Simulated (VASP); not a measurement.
Zr2Si3:

```
Zr Si
1.0
     3.29503    0.00000    0.00000
     0.00000    3.29503    0.00000
     0.00000    0.00000    6.73524
Zr Si
2 3
Direct
  0.50000 0.00000 0.26216
  0.00000 0.50000 0.73784
  0.00000 0.50000 0.36525
  0.50000 0.00000 0.63475
  0.50000 0.50000 0.00000
```

The cell was generated, and may not be a known phase.

```yaml
Program: VASP 6.6.1
Task: relaxation of cell and atoms
Functional: PBE
Potentials_or_basis: VASP PAW PBE potentials, release 64 (Zr_sv, Si)
Cutoff: 600 eV
k_mesh: 6 × 6 × 4
Occupations: gaussian, width 0.1 eV
Spin: no spin polarisation
```

At the start: pressure 61.2 GPa; volume 14.63 Å³/atom.

Question: How do energy, volume and symmetry change on relaxing?

Answer: Over 30 steps the energy falls by 1417.8 meV/atom and the volume is 18.33 Å³/atom (+25.3 %); space group P-4m2 (No. 115, to 0.1 Å) before and after.

The path:
```tsv
step	energy change (eV)	largest force (eV/Å)	pressure (GPa)	volume (Å³)
1	0.0000	0.1036	61.22	73.13
2	-1.2357	0.6996	-16.24	149.44
3	-4.4572	0.7151	-1.53	105.08
4	-4.4652	0.7089	-0.47	103.84
5	-4.4660	0.7047	0.14	103.15
6	-4.5431	0.7131	-0.07	103.46
7	-4.7770	0.7297	-0.90	104.38
8	-5.2641	0.8247	-3.22	106.23
9	-5.7388	0.3741	-9.71	110.01
10	-5.7581	0.3815	-9.72	109.78
11	-5.8166	0.4051	-9.74	109.09
12	-5.9415	0.4556	-9.79	107.71
13	-6.1943	0.4052	-9.33	104.99
14	-6.1884	1.6907	-4.71	99.68
15	-6.3193	0.6175	-8.24	102.94
16	-6.3361	0.9004	-7.29	101.80
17	-6.3369	0.8163	-7.56	102.09
18	-6.4359	0.8446	-6.56	100.65
19	-6.6646	0.9877	-3.04	96.38
20	-6.7091	1.4203	7.50	88.18
21	-6.7701	1.0753	2.09	91.90
22	-6.8587	0.9446	1.77	91.73
23	-7.0242	0.7701	1.41	91.17
24	-7.0366	0.6620	1.58	90.90
25	-7.0633	0.4486	-0.24	92.08
26	-7.0679	0.3216	-1.31	92.83
27	-7.0803	0.1976	-0.56	92.16
28	-7.0848	0.1870	0.27	91.48
29	-7.0883	0.0996	0.11	91.57
30	-7.0890	0.0355	0.00	91.63
```

Final structure:
```yaml
crystal:
  lattice:
    - [3.73373, 0.00000, 0.00000]
    - [0.00000, 3.73373, 0.00000]
    - [0.00000, 0.00000, 6.57284]
  atoms:
    - { symbol: Zr, position: [0.50000, 0.00000, 0.34672] }
    - { symbol: Zr, position: [0.00000, 0.50000, 0.65328] }
    - { symbol: Si, position: [0.00000, 0.50000, 0.23095] }
    - { symbol: Si, position: [0.50000, 0.00000, 0.76905] }
    - { symbol: Si, position: [0.50000, 0.50000, 0.00000] }
```

Caveat: the volume moved by over 15 % at a fixed basis, so the end points are rough.
